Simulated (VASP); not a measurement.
# CeO2 (fluorite type) (Fm-3m) in VASP: further runs

The runs below take CeO2 (fluorite type) through single point, with HSE06.

Program: VASP 6.6.1. These are calculated values, not measurements. Logs are shortened: lines on timing, memory, paths and dates and some standing lists are left out, and cuts for length are marked.

## (1) The cell of the first run

The structure is cubic, space group Fm-3m (No. 225). The conventional cell has a = 5.367 Å, b = 5.367 Å, c = 5.367 Å, α = 90.00°, β = 90.00°, γ = 90.00°. Ce (site symmetry m-3m) has 8 O at 2.32 Å within 3.1 Å. Within 3.1 Å of O (site symmetry -43m) lie 4 Ce at 2.32 Å and 6 O at 2.68 Å.

## (2) Single point, HSE06

Contents of POSCAR:

```
CeO2
1.0
    0.0000000000      2.6837198729      2.6837198729
    2.6837198729      0.0000000000      2.6837198729
    2.6837198729      2.6837198729      0.0000000000
Ce O
1 2
Direct
    0.0000000000      0.0000000000      0.0000000000
    0.2500000000      0.2500000000      0.2500000000
    0.7500000000      0.7500000000      0.7500000000
```

Contents of INCAR.step1:

```
PREC = Accurate ; ENCUT = 520
EDIFF = 1E-5 ; ISMEAR = -1
SIGMA = 0.05 ; LREAL = False
LASPH = True ; NELM = 100
ALGO = Normal ; ISIF = 2
LWAVE = True ; NBANDS = 19
GGA = PE
```

Contents of INCAR.step2:

```
PREC = Accurate ; ENCUT = 520
EDIFF = 1E-6 ; ISMEAR = -1
SIGMA = 0.05 ; LREAL = False
LASPH = True ; NELM = 100
ALGO = Normal ; ISIF = 2
LWAVE = False ; LCHARG = True
GGA = PE ; LHFCALC = True
HFSCREEN = 0.2079 ; PRECFOCK = Normal
LELF = True ; LVHAR = True
NBANDS = 19 ; ISTART = 1
```

Contents of KPOINTS:

```
Automatic mesh
0
Gamma
  4 4 4
```

Potentials or basis: VASP PAW PBE potentials, release 64 (Ce, O).

Launch:

```console
> cat potpaw_PBE.64/Ce/POTCAR potpaw_PBE.64/O/POTCAR > POTCAR
> cp INCAR.step1 INCAR
> mpirun -np 1 vasp_std > vasp.out
> cp INCAR.step2 INCAR
> mpirun -np 1 vasp_std > vasp.out
```

OUTCAR:

```text
PREC = Accurate
   ENCUT = 520
   EDIFF = 1E-6
   ISMEAR = -1
   LREAL = False
   LASPH = True
   NELM = 100
   ISIF = 2
   GGA = PE
   LHFCALC = True
   HFSCREEN = 0.2079
   PRECFOCK = Normal
   ISTART = 1

 ion  position               nearest neighbor table
   1  0.000  0.000  0.000-   2 2.32   3 2.32   3 2.32   3 2.32   3 2.32   2 2.32   2 2.32   2 2.32

   2  0.250  0.250  0.250-   1 2.32   1 2.32   1 2.32   1 2.32
   3  0.750  0.750  0.750-   1 2.32   1 2.32   1 2.32   1 2.32

  LATTYP: Found a face centered cubic cell.
 ALAT       =     5.3674397458

  Lattice vectors:

 A1 = (   0.0000000000,   2.6837198729,   2.6837198729)
 A2 = (   2.6837198729,   0.0000000000,   2.6837198729)
 A3 = (   2.6837198729,   2.6837198729,   0.0000000000)

Analysis of symmetry for initial positions (statically):
=====================================================================
 Subroutine PRICEL returns:
 Original cell was already a primitive cell.

 Routine SETGRP: Setting up the symmetry group for a
 face centered cubic supercell.

 Subroutine GETGRP returns: Found 48 space group operations
 (whereof 48 operations were pure point group operations)
 out of a pool of 48 trial point group operations.

The static configuration has the point symmetry O_h .

Analysis of symmetry for dynamics (positions and initial velocities):
=====================================================================
 Subroutine PRICEL returns:
 Original cell was already a primitive cell.

 Routine SETGRP: Setting up the symmetry group for a
 face centered cubic supercell.

 Subroutine GETGRP returns: Found 48 space group operations
 (whereof 48 operations were pure point group operations)
 out of a pool of 48 trial point group operations.

The dynamic configuration has the point symmetry O_h .

 Subroutine INISYM returns: Found 48 space group operations
 (whereof 48 operations are pure point group operations),
 and found     1 'primitive' translations

----------------------------------------------------------------------------------------

                                     Primitive cell

  volume of cell :      38.6582

  direct lattice vectors                    reciprocal lattice vectors
     0.000000000  2.683719873  2.683719873    -0.186308566  0.186308566  0.186308566
     2.683719873  0.000000000  2.683719873     0.186308566 -0.186308566  0.186308566
     2.683719873  2.683719873  0.000000000     0.186308566  0.186308566 -0.186308566

  length of vectors
     3.795353042  3.795353042  3.795353042     0.322695902  0.322695902  0.322695902

  position of ions in fractional coordinates (direct lattice)
     0.000000000  0.000000000  0.000000000
     0.250000000  0.250000000  0.250000000
     0.750000000  0.750000000  0.750000000

  ion indices of the primitive-cell ions
   primitive index   ion index
                 1           1
                 2           2
                 3           3

----------------------------------------------------------------------------------------

 KPOINTS: Automatic mesh

Automatic generation of k-mesh.
 Grid dimensions read from file:
 generate k-points for:    4    4    4

 Generating k-lattice:

  Cartesian coordinates                     Fractional coordinates (reciprocal lattice)
    -0.046577141  0.046577141  0.046577141     0.250000000  0.000000000  0.000000000
     0.046577141 -0.046577141  0.046577141     0.000000000  0.250000000  0.000000000
     0.046577141  0.046577141 -0.046577141     0.000000000  0.000000000  0.250000000

  Length of vectors
     0.080673975  0.080673975  0.080673975

  Shift w.r.t. Gamma in fractional coordinates (k-lattice)
     0.000000000  0.000000000  0.000000000

 Subroutine IBZKPT returns following result:
 ===========================================

 Found      8 irreducible k-points:

 Following reciprocal coordinates:
            Coordinates               Weight
  0.000000  0.000000  0.000000      1.000000
  0.250000  0.000000  0.000000      8.000000
  0.500000  0.000000  0.000000      4.000000
  0.250000  0.250000  0.000000      6.000000
  0.500000  0.250000  0.000000     24.000000
 -0.250000  0.250000  0.000000     12.000000
  0.500000  0.500000  0.000000      3.000000
 -0.250000  0.500000  0.250000      6.000000
   k-points           NKPTS =      8   k-points in BZ     NKDIM =     64   number of bands    NBANDS=     19
   number of dos      NEDOS =    301   number of ions     NIONS =      3
   total plane-waves  NPLWV =  21952
   dimension x,y,z NGX =    28 NGY =   28 NGZ =   28
   dimension x,y,z NGXF=    56 NGYF=   56 NGZF=   56
   ions per type =               1   2
   NGX,Y,Z   is equivalent  to a cutoff of  12.26, 12.26, 12.26 a.u.
   NGXF,Y,Z  is equivalent  to a cutoff of  24.53, 24.53, 24.53 a.u.
 SYSTEM =  unknown system
   PREC   = accura    normal or accurate (medium, high low for compatibility)
   ISTART =      1    job   : 0-new  1-cont  2-samecut
   ICHARG =      0    charge: 1-file 2-atom 10-const
   ISPIN  =      1    spin polarized calculation?
   LNONCOLLINEAR =      F non collinear calculations
   LSORBIT =      F    spin-orbit coupling
   LASPH  =      T    aspherical Exc in radial PAW
   ENCUT  =  520.0 eV  38.22 Ry    6.18 a.u.   7.06  7.06  7.06*2*pi/ulx,y,z
   NELM   =    100;   NELMIN=  2; NELMDL=  0     # of ELM steps
   EDIFF  = 0.1E-05   stopping-criterion for ELM
   LREAL  =      F    real-space projection
   EDIFFG = 0.1E-04   stopping-criterion for IOM
   NSW    =      0    number of steps for IOM
   IBRION =     -1    ionic relax: 0-MD 1-quasi-New 2-CG
   NFREE  =      0    steps in history (QN), initial steepest desc. (CG)
   ISIF   =      2    stress and relaxation
   ISYM   =      3    0-nonsym 1-usesym 2-fastsym
   POTIM  = 0.5000    time-step for ionic-motion
   TEBEG  =    0.0;   TEEND  =   0.0 temperature during run
   PSTRESS=    0.0 pullay stress
   NELECT =      24.0000    total number of electrons
   NUPDOWN=      -1.0000    fix difference up-down
   EMIN   =  10.00;   EMAX   =-10.00  energy-range for DOS
   EFERMI =   0.00;   METHOD = LEGACY
   ISMEAR =    -1;   SIGMA  =   0.05  broadening in eV -4-tet -1-fermi 0-gaus
   EFERMI_NEDOS =   21; number of points for ismear=-14 and -15
   IALGO  =     38    algorithm
   IMIX   =      1    mixing-type and parameters
     AMIX     =   0.40;   BMIX     =  1.00
     AMIX_MAG =   1.60;   BMIX_MAG =  1.00
  volume/ion in A,a.u.               =      12.89        86.96
  Fermi-wavevector in a.u.,A,eV,Ry     =   1.396577  2.639147 26.537156  1.950426
  Thomas-Fermi vector in A             =   2.519917
   LORBIT       =      0    0 simple, 1 ext, 2 COOP (PROOUT), +10 PAW based schemes
   GGA     = PE    functional components
   LHFCALC =     T    Hartree Fock is set to
   PRECFOCK=normal    Normal, Fast or Accurate (Low or Medium for compatibility)
   ENCUT4O =  -1.0   cutoff for four orbital integrals eV
   NKREDX  =     1    reduce k-point grid by
   NKREDY  =     1    reduce k-point grid by
   NKREDZ  =     1    reduce k-point grid by
   AEXX    =    0.2500 exact exchange contribution
   HFSCREEN=    0.2079 screening length (either q_TF or 0.3 A-1)
   HFSCREENC=   0.2079 screening length for correlation (either q_TF or 0.3 A-1)
   ENCUTFOCK=  -1.0 apply spherical cutoff to Coloumb kernel
   IVDW    =     0    specifies the selected vdW correction
   LEPSILON=     F    determine dielectric tensor
   LRPA    =     F    only Hartree local field effects (RPA)
 non-spin polarized calculation
  energy-cutoff  :      520.00
  volume of cell :       38.66
 maximum number of plane-waves:      1056
  NGX = 24; NGY = 24; NGZ = 24

 number of electron      24.0000006 magnetization

 Free energy of the ion-electron system (eV)
  ---------------------------------------------------
  ext. energy  EPLUGINS =         0.00000000
  ---------------------------------------------------
  free energy    TOTEN  =       -32.17882607 eV

  energy without entropy =      -32.17882607  energy(sigma->0) =      -32.17882607

 E-fermi :   5.9259     XC(G=0):  -9.4163

 val. band max:        4.7836248408   @ k =  -0.2500   0.2500   0.0000
 cond. band min:       8.4316957022   @ k =   0.5000   0.0000   0.0000
 fundamental gap:      3.6480708614
 Fermi energy:         5.9258505996

 k-point     1 :       0.0000    0.0000    0.0000
  band No.  band energies     occupation
      1     -30.5098      2.00000
      2     -13.2716      2.00000
      3     -12.2272      2.00000
      4     -11.2842      2.00000
      5     -11.2842      2.00000
      6     -11.2842      2.00000
[... 11 lines left out ...]
     18       9.5632      0.00000
     19       9.5632      0.00000

 k-point     2 :       0.2500    0.0000    0.0000
  band No.  band energies     occupation
      1     -30.3899      2.00000
      2     -14.7435      2.00000
      3     -12.7135      2.00000
      4     -11.4298      2.00000
      5     -11.4298      2.00000
      6      -9.6789      2.00000
[... 11 lines left out ...]
     18       9.3779      0.00000
     19       9.3779      0.00000

 k-point     3 :       0.5000    0.0000    0.0000
  band No.  band energies     occupation
      1     -30.2654      2.00000
      2     -15.6472      2.00000
      3     -13.1381      2.00000
      4     -11.5675      2.00000
      5     -11.5675      2.00000
      6      -8.5790      2.00000
[... 11 lines left out ...]
     18       9.4402      0.00000
     19       9.4402      0.00000

 k-point     4 :       0.2500    0.2500    0.0000
  band No.  band energies     occupation
      1     -30.3498      2.00000
      2     -15.0249      2.00000
      3     -12.6883      2.00000
      4     -11.6511      2.00000
      5     -11.6511      2.00000
      6      -9.1965      2.00000
[... 11 lines left out ...]
     18       9.2889      0.00000
     19       9.2889      0.00000

 k-point     5 :       0.5000    0.2500    0.0000
  band No.  band energies     occupation
      1     -30.2245      2.00000
      2     -15.5105      2.00000
      3     -14.1455      2.00000
      4     -11.7826      2.00000
      5     -10.5708      2.00000
      6      -8.7272      2.00000
[... 11 lines left out ...]
     18       9.2510      0.00000
     19       9.4281      0.00000

 k-point     6 :      -0.2500    0.2500    0.0000
  band No.  band energies     occupation
      1     -30.2665      2.00000
      2     -15.1350      2.00000
      3     -14.3123      2.00000
      4     -11.5716      2.00000
      5     -10.0392      2.00000
      6      -9.5207      2.00000
[... 11 lines left out ...]
     18       9.1708      0.00000
     19       9.3247      0.00000

 k-point     7 :       0.5000    0.5000    0.0000
  band No.  band energies     occupation
      1     -30.1827      2.00000
      2     -16.0102      2.00000
      3     -13.0913      2.00000
      4     -11.9836      2.00000
      5     -11.9836      2.00000
      6      -7.7788      2.00000
[... 11 lines left out ...]
     18       9.2804      0.00000
     19       9.6612      0.00000

 k-point     8 :      -0.2500    0.5000    0.2500
  band No.  band energies     occupation
      1     -30.1824      2.00000
      2     -15.1080      2.00000
      3     -15.1080      2.00000
      4     -12.0160      2.00000
      5      -9.3446      2.00000
      6      -9.3446      2.00000
[... 11 lines left out ...]
     18       9.1160      0.00000
     19       9.6013      0.00000

------------------------ aborting loop because EDIFF is reached ----------------------------------------

  FORCE on cell =-STRESS in cart. coord.  units (eV):
  Direction    XX          YY          ZZ          XY          YZ          ZX
  --------------------------------------------------------------------------------------
  -------------------------------------------------------------------------------------
  Total        0.7907577      0.7907577      0.7907577      0.0000000      0.0000000     -0.0000000
  in kB       32.7727178     32.7727178     32.7727178      0.0000000      0.0000000     -0.0000000
  external PRESSURE =      32.7727178 kB  Pullay stress =       0.0000000 kB

 VOLUME and BASIS-vectors are now :
 -----------------------------------------------------------------------------
  energy-cutoff  :      520.00
  volume of cell :       38.66
      direct lattice vectors                 reciprocal lattice vectors
     0.000000000  2.683719873  2.683719873    -0.186308566  0.186308566  0.186308566
     2.683719873  0.000000000  2.683719873     0.186308566 -0.186308566  0.186308566
     2.683719873  2.683719873  0.000000000     0.186308566  0.186308566 -0.186308566

 POSITION                                       TOTAL-FORCE (eV/Angst)
 -----------------------------------------------------------------------------------
      0.00000      0.00000      0.00000        -0.000000      0.000000     -0.000000
      1.34186      1.34186      1.34186        -0.000000     -0.000000     -0.000000
      4.02558      4.02558      4.02558         0.000000      0.000000      0.000000
 -----------------------------------------------------------------------------------
    total drift:                                0.000001     -0.000002     -0.000001

  FREE ENERGIE OF THE ION-ELECTRON SYSTEM (eV)
  ---------------------------------------------------
  free  energy   TOTEN  =       -32.1788260692 eV

  energy  without entropy=      -32.1788260692  energy(sigma->0) =      -32.17882607
```

Run time: 22 min. Hardware: 1 thread of Intel Xeon Platinum 8375C at 2.90GHz (Ice Lake), shared host; peak memory 0.28 GiB.

Results:

```yaml
Free_energy: -32.1788 eV
Pressure: 3.3 GPa
Band_gap_on_the_k_mesh: 3.65 eV (least direct gap 3.84 eV)
```

Levels at points of the mesh, in eV from the valence-band top:
```
           k point  band 10  band 11  band 12  band 13  band 14  band 15
(0.00, 0.00, 0.00)    -0.67    -0.67    -0.67     4.19     4.19     4.19
(0.50, 0.00, 0.00)    -1.40    -0.90    -0.90     3.65     3.97     3.97
(0.50, 0.50, 0.00)    -0.97    -0.97    -0.69     3.81     3.88     3.88
```

Caveat: the k points lie up to 0.51 Å⁻¹ apart; the PAW data sets were made with another functional, which shifts forces and pressure a little; spin-orbit coupling is left out, which moves the levels of the heavy elements.

## (3) Single point, HSE06

This run uses another cell than the first one, of 13.29 Å³/atom.

Contents of POSCAR:

```
CeO2
1.0
    0.0000000000      2.7116773003      2.7116773003
    2.7116773003      0.0000000000      2.7116773003
    2.7116773003      2.7116773003      0.0000000000
Ce O
1 2
Direct
    0.0000000000      0.0000000000      0.0000000000
    0.2500000000      0.2500000000      0.2500000000
    0.7500000000      0.7500000000      0.7500000000
```

Contents of INCAR.step1:

```
PREC = Accurate
ENCUT = 520
EDIFF = 1E-5
ISMEAR = -1
SIGMA = 0.05
LREAL = False
LASPH = True
NELM = 80
ALGO = Normal
ISIF = 2
LWAVE = True
LCHARG = False
NBANDS = 19
GGA = PE
```

Contents of INCAR.step2:

```
PREC = Accurate
ENCUT = 520
EDIFF = 1E-6
ISMEAR = -1
SIGMA = 0.05
LREAL = False
LASPH = True
NELM = 80
ALGO = Normal
ISIF = 2
LWAVE = False
LCHARG = False
GGA = PE
LHFCALC = True
HFSCREEN = 0.2079
PRECFOCK = Normal
NBANDS = 19
ISTART = 1
```

KPOINTS is that of step 2.

Potentials or basis: VASP PAW PBE potentials, release 64 (Ce, O).

Launch:

```console
> cat potpaw_PBE.64/Ce/POTCAR potpaw_PBE.64/O/POTCAR > POTCAR
> cp INCAR.step1 INCAR
> mpirun -np 1 vasp_std > vasp.out
> cp INCAR.step2 INCAR
> mpirun -np 1 vasp_std > vasp.out
```

It took 24 min on 1 thread of Intel Xeon Platinum 8375C at 2.90GHz (Ice Lake), shared host; peak memory 0.28 GiB.

It converged, with:

- Free energy: -32.1808 eV
- Pressure: -3.2 GPa
- Band gap on the k mesh: 3.52 eV (least direct gap 3.69 eV)

Levels at points of the mesh, in eV from the valence-band top:
| k point | band 8 | band 9 | band 10 | band 11 | band 12 | band 13 | band 14 | band 15 | band 16 | band 17 |
| --- | --- | --- | --- | --- | --- | --- | --- | --- | --- | --- |
| (0.00, 0.00, 0.00) | -4.29 | -4.29 | -0.61 | -0.61 | -0.61 | 3.99 | 4.02 | 4.02 | 4.02 | 4.58 |
| (0.50, 0.00, 0.00) | -3.30 | -1.46 | -1.36 | -0.88 | -0.88 | 3.52 | 3.81 | 3.81 | 4.03 | 4.35 |
| (0.50, 0.50, 0.00) | -1.40 | -1.40 | -0.89 | -0.89 | -0.63 | 3.68 | 3.73 | 3.73 | 3.92 | 4.31 |

Caveat: the k points lie up to 0.50 Å⁻¹ apart; the PAW data sets were made with another functional, which shifts forces and pressure a little; spin-orbit coupling is left out, which moves the levels of the heavy elements.

## (4) Single point, HSE06

This run uses another cell than the first one, of 13.29 Å³/atom.

POSCAR is that of step 3.

Contents of INCAR.step1:

```
SYSTEM = CeO2
PREC = Accurate
ENCUT = 520
EDIFF = 1E-5
ISMEAR = -1
SIGMA = 0.05
LREAL = .False.
LASPH = .True.
NELM = 60
ALGO = Normal
ISIF = 2
LWAVE = .True.
LCHARG = .False.
GGA = PE
NBANDS = 19
```

Contents of INCAR.step2:

```
SYSTEM = CeO2
PREC = Accurate
ENCUT = 520
EDIFF = 1E-6
ISMEAR = -1
SIGMA = 0.05
LREAL = .False.
LASPH = .True.
NELM = 60
ALGO = Normal
ISIF = 2
LWAVE = .False.
LCHARG = .False.
GGA = PE
LHFCALC = .True.
HFSCREEN = 0.2079
PRECFOCK = Normal
ISTART = 1
NBANDS = 19
```

Contents of KPOINTS:

```
regular mesh
0
Gamma
  4 4 4
  0 0 0
```

Launch:

```console
> cat potpaw_PBE.64/Ce/POTCAR potpaw_PBE.64/O/POTCAR > POTCAR
> cp INCAR.step1 INCAR
> mpirun -np 1 vasp_std > vasp.out
> cp INCAR.step2 INCAR
> mpirun -np 1 vasp_std > vasp.out
```

Wall time 25 min (1 thread of Intel Xeon Platinum 8375C at 2.90GHz (Ice Lake), shared host); peak memory 0.28 GiB.

The run converged. Its results:

| Quantity | Value |
| --- | --- |
| Free energy | -32.1808 eV |
| Pressure | -3.2 GPa |
| Band gap on the k mesh | 3.52 eV (least direct gap 3.69 eV) |

Levels at points of the mesh, in eV from the valence-band top:
```
           k point  band 8  band 9  band 10  band 11  band 12  band 13  band 14  band 15  band 16  band 17
(0.00, 0.00, 0.00)   -4.29   -4.29    -0.61    -0.61    -0.61     3.99     4.02     4.02     4.02     4.58
(0.50, 0.00, 0.00)   -3.30   -1.46    -1.36    -0.88    -0.88     3.52     3.81     3.81     4.03     4.35
(0.50, 0.50, 0.00)   -1.40   -1.40    -0.89    -0.89    -0.63     3.68     3.73     3.73     3.92     4.31
```

Caveat: the k points lie up to 0.50 Å⁻¹ apart; the PAW data sets were made with another functional, which shifts forces and pressure a little; spin-orbit coupling is left out, which moves the levels of the heavy elements.
